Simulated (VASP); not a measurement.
# GaN (F-43m) in VASP: settings compared

Aim: see how the results for GaN move with the level of theory and the settings. Levels: b88 exchange, pbe correlation. Tasks: single point.

Program: VASP 6.6.1. These are calculated values, not measurements. Logs are shortened: lines on timing, memory, paths and dates and some standing lists are left out, and cuts for length are marked.

## Step 1: The cell of the first run

Symmetry: F-43m, No. 216, cubic system. The conventional cell has a = 4.477 Å, b = 4.477 Å, c = 4.477 Å, α = 90.00°, β = 90.00°, γ = 90.00°. Ga (site symmetry -43m) has 4 N at 1.94 Å within 2.6 Å. Within 2.6 Å of N (site symmetry -43m) lie 4 Ga at 1.94 Å.

## Step 2: Single point, b88 exchange, pbe correlation

INCAR

```
ALGO     = Normal         # electronic algorithm
EDIFF    = 1E-6           # SCF threshold, eV
ENCUT    = 600            # plane-wave cutoff, eV
GGA      = LIBXC          # functional
GGA_COMPAT= F            
ISIF     = 2              # what is computed and relaxed
ISMEAR   = -1             # smearing method
LASPH    = T              # aspherical terms in the spheres
LCHARG   = F              # write CHGCAR
LIBXC1   = GGA_X_B88    
LIBXC2   = GGA_C_PBE    
LREAL    = F              # projectors in reciprocal space
LWAVE    = F              # write WAVECAR
NBANDS   = 16             # bands
NELM     = 120            # most SCF steps
PREC     = Accurate       # precision mode
SIGMA    = 0.05           # smearing width, eV
```

KPOINTS

```
k-points
0
Gamma
  10 10 10
```

POSCAR

```
GaN
1.0
    0.0000000000      2.2383759866      2.2383759866
    2.2383759866      0.0000000000      2.2383759866
    2.2383759866      2.2383759866      0.0000000000
Ga N
1 1
Direct
    0.0000000000      0.0000000000      0.0000000000
    0.2500000000      0.2500000000      0.2500000000
```

Potentials or basis: VASP PAW PBE potentials, release 64 (Ga_d, N).

Started as:

```console
$ cat potpaw_PBE.64/Ga_d/POTCAR potpaw_PBE.64/N/POTCAR > POTCAR
$ mpirun -np 1 vasp_std > vasp.out
```

OUTCAR:

```text
EDIFF = 1E-6
   ENCUT = 600
   GGA = LIBXC
   ISIF = 2
   ISMEAR = -1
   LASPH = T
   LREAL = F
   NELM = 120
   PREC = Accurate

 ion  position               nearest neighbor table
   1  0.000  0.000  0.000-   2 1.94   2 1.94   2 1.94   2 1.94
   2  0.250  0.250  0.250-   1 1.94   1 1.94   1 1.94   1 1.94

  LATTYP: Found a face centered cubic cell.
 ALAT       =     4.4767519732

  Lattice vectors:

 A1 = (   0.0000000000,   2.2383759866,   2.2383759866)
 A2 = (   2.2383759866,   0.0000000000,   2.2383759866)
 A3 = (   2.2383759866,   2.2383759866,   0.0000000000)

Analysis of symmetry for initial positions (statically):
=====================================================================
 Subroutine PRICEL returns:
 Original cell was already a primitive cell.

 Routine SETGRP: Setting up the symmetry group for a
 face centered cubic supercell.

 Subroutine GETGRP returns: Found 24 space group operations
 (whereof 24 operations were pure point group operations)
 out of a pool of 48 trial point group operations.

The static configuration has the point symmetry T_d .

Analysis of symmetry for dynamics (positions and initial velocities):
=====================================================================
 Subroutine PRICEL returns:
 Original cell was already a primitive cell.

 Routine SETGRP: Setting up the symmetry group for a
 face centered cubic supercell.

 Subroutine GETGRP returns: Found 24 space group operations
 (whereof 24 operations were pure point group operations)
 out of a pool of 48 trial point group operations.

The dynamic configuration has the point symmetry T_d .

 Subroutine INISYM returns: Found 24 space group operations
 (whereof 24 operations are pure point group operations),
 and found     1 'primitive' translations

----------------------------------------------------------------------------------------

                                     Primitive cell

  volume of cell :      22.4300

  direct lattice vectors                    reciprocal lattice vectors
     0.000000000  2.238375987  2.238375987    -0.223376235  0.223376235  0.223376235
     2.238375987  0.000000000  2.238375987     0.223376235 -0.223376235  0.223376235
[... 75 lines left out ...]
 SYSTEM =  unknown system
   PREC   = accura    normal or accurate (medium, high low for compatibility)
   ISTART =      0    job   : 0-new  1-cont  2-samecut
   ICHARG =      2    charge: 1-file 2-atom 10-const
   ISPIN  =      1    spin polarized calculation?
   LNONCOLLINEAR =      F non collinear calculations
   LSORBIT =      F    spin-orbit coupling
   LASPH  =      T    aspherical Exc in radial PAW
   ENCUT  =  600.0 eV  44.10 Ry    6.64 a.u.   6.32  6.32  6.32*2*pi/ulx,y,z
   NELM   =    120;   NELMIN=  2; NELMDL= -5     # of ELM steps
   EDIFF  = 0.1E-05   stopping-criterion for ELM
   LREAL  =      F    real-space projection
   EDIFFG = 0.1E-04   stopping-criterion for IOM
   NSW    =      0    number of steps for IOM
   IBRION =     -1    ionic relax: 0-MD 1-quasi-New 2-CG
   NFREE  =      0    steps in history (QN), initial steepest desc. (CG)
   ISIF   =      2    stress and relaxation
   ISYM   =      2    0-nonsym 1-usesym 2-fastsym
   POTIM  = 0.5000    time-step for ionic-motion
   TEBEG  =    0.0;   TEEND  =   0.0 temperature during run
   PSTRESS=    0.0 pullay stress
   NELECT =      18.0000    total number of electrons
   NUPDOWN=      -1.0000    fix difference up-down
   EMIN   =  10.00;   EMAX   =-10.00  energy-range for DOS
   EFERMI =   0.00;   METHOD = LEGACY
   ISMEAR =    -1;   SIGMA  =   0.05  broadening in eV -4-tet -1-fermi 0-gaus
   EFERMI_NEDOS =   21; number of points for ismear=-14 and -15
   IALGO  =     38    algorithm
   IMIX   =      4    mixing-type and parameters
     AMIX     =   0.40;   BMIX     =  1.00
     AMIX_MAG =   1.60;   BMIX_MAG =  1.00
  volume/ion in A,a.u.               =      11.21        75.68
  Fermi-wavevector in a.u.,A,eV,Ry     =   1.521327  2.874892 31.489820  2.314436
  Thomas-Fermi vector in A             =   2.630057
   LORBIT       =      0    0 simple, 1 ext, 2 COOP (PROOUT), +10 PAW based schemes
   GGA     = LIBXC    functional components
   LHFCALC =     F    Hartree Fock is set to
   AEXX    =    0.0000 exact exchange contribution
   IVDW    =     0    specifies the selected vdW correction
   LEPSILON=     F    determine dielectric tensor
   LRPA    =     F    only Hartree local field effects (RPA)
 non-spin polarized calculation
  energy-cutoff  :      600.00
  volume of cell :       22.43
 maximum number of plane-waves:       763
 NGX is ok and might be reduce to    28
   NGX = 13   NGY = 13   NGZ = 13

 number of electron      18.0000003 magnetization

 Free energy of the ion-electron system (eV)
  ---------------------------------------------------
  ext. energy  EPLUGINS =         0.00000000
  ---------------------------------------------------
  free energy    TOTEN  =       -11.91158500 eV

  energy without entropy =      -11.91158500  energy(sigma->0) =      -11.91158500

 E-fermi :   6.4313     XC(G=0): -11.8048

 val. band max:        5.4528744649   @ k =   0.0000   0.0000   0.0000
 cond. band min:       7.3105115081   @ k =   0.0000   0.0000   0.0000
 fundamental gap:      1.8576370432
 Fermi energy:         6.4313186977

 k-point     1 :       0.0000    0.0000    0.0000
  band No.  band energies     occupation
      1     -10.6554      2.00000
      2      -8.0478      2.00000
      3      -8.0478      2.00000
      4      -8.0478      2.00000
      5      -7.7086      2.00000
      6      -7.7086      2.00000
[... 433 lines left out ...]
      3      -7.8114      2.00000
      4      -7.8108      2.00000
      5      -7.6451      2.00000
      6      -6.7948      2.00000
[... 8 lines left out ...]
     15      28.1027      0.00000
     16      28.1124      0.00000

 [... further k-points ...]
[... 5 lines left out ...]
  --------------------------------------------------------------------------------------
  -------------------------------------------------------------------------------------
  Total        1.1993128      1.1993128      1.1993128     -0.0000000     -0.0000000     -0.0000000
  in kB       85.6670738     85.6670738     85.6670738     -0.0000000     -0.0000000     -0.0000000
  external PRESSURE =      85.6670738 kB  Pullay stress =       0.0000000 kB

 VOLUME and BASIS-vectors are now :
 -----------------------------------------------------------------------------
  energy-cutoff  :      600.00
  volume of cell :       22.43
      direct lattice vectors                 reciprocal lattice vectors
     0.000000000  2.238375987  2.238375987    -0.223376235  0.223376235  0.223376235
     2.238375987  0.000000000  2.238375987     0.223376235 -0.223376235  0.223376235
     2.238375987  2.238375987  0.000000000     0.223376235  0.223376235 -0.223376235

 POSITION                                       TOTAL-FORCE (eV/Angst)
 -----------------------------------------------------------------------------------
      0.00000      0.00000      0.00000        -0.000000     -0.000000     -0.000000
      1.11919      1.11919      1.11919         0.000000      0.000000      0.000000
 -----------------------------------------------------------------------------------
    total drift:                                0.000000      0.000000      0.000000

  FREE ENERGIE OF THE ION-ELECTRON SYSTEM (eV)
  ---------------------------------------------------
  free  energy   TOTEN  =       -11.9115849959 eV

  energy  without entropy=      -11.9115849958  energy(sigma->0) =      -11.91158500
```

OSZICAR:

```text
N       E                     dE             d eps       ncg     rms          rms(c)
DAV:   1     0.887901961858E+02    0.88790E+02   -0.10035E+04  1664   0.224E+03
DAV:   2    -0.741875353099E+01   -0.96209E+02   -0.89439E+02  1744   0.352E+02
DAV:   3    -0.138819195137E+02   -0.64632E+01   -0.64344E+01  1720   0.772E+01
DAV:   4    -0.139571901850E+02   -0.75271E-01   -0.75260E-01  1936   0.915E+00
DAV:   5    -0.139581879222E+02   -0.99774E-03   -0.99773E-03  1768   0.931E-01    0.777E+00
DAV:   6    -0.119220077806E+02    0.20362E+01   -0.48237E+00  2320   0.405E+01    0.263E+00
DAV:   7    -0.119237479408E+02   -0.17402E-02   -0.32591E-01  1640   0.638E+00    0.172E+00
DAV:   8    -0.119148654917E+02    0.88824E-02   -0.48842E-02  1896   0.327E+00    0.680E-01
DAV:   9    -0.119114248173E+02    0.34407E-02   -0.13212E-02  2248   0.280E+00    0.175E-01
DAV:  10    -0.119116616389E+02   -0.23682E-03   -0.13700E-03  1784   0.594E-01    0.663E-02
DAV:  11    -0.119115804061E+02    0.81233E-04   -0.27810E-04  2352   0.282E-01    0.133E-02
DAV:  12    -0.119115851563E+02   -0.47502E-05   -0.28077E-05  1680   0.623E-02    0.983E-03
DAV:  13    -0.119115849959E+02    0.16040E-06   -0.11113E-06  1600   0.144E-02
   1 F= -.11911585E+02 E0= -.11911585E+02  d E =-.824765E-10
```

Wall time 27 s (1 thread of Intel Xeon 6975P-C (Granite Rapids), shared host); peak memory 0.16 GiB.

Results:

| Quantity | Value |
| --- | --- |
| Free energy | -11.9116 eV |
| Pressure | 8.6 GPa |
| Band gap on the k mesh | 1.86 eV |

Levels at points of the mesh, in eV from the valence-band top:
```
           k point  band 6  band 7  band 8  band 9  band 10  band 11  band 12  band 13
(0.00, 0.00, 0.00)  -13.16    0.00    0.00    0.00     1.86    10.43    10.43    10.43
(0.50, 0.00, 0.00)  -11.90   -7.17   -0.99   -0.99     4.78     8.83    10.47    10.47
(0.50, 0.50, 0.00)  -11.48   -6.21   -2.77   -2.77     3.36     6.78    11.85    14.18
```

Caveat: the cell stands under pressure; the PAW data sets were made with another functional, which shifts forces and pressure a little.

(Continued in part 2 of 2.)
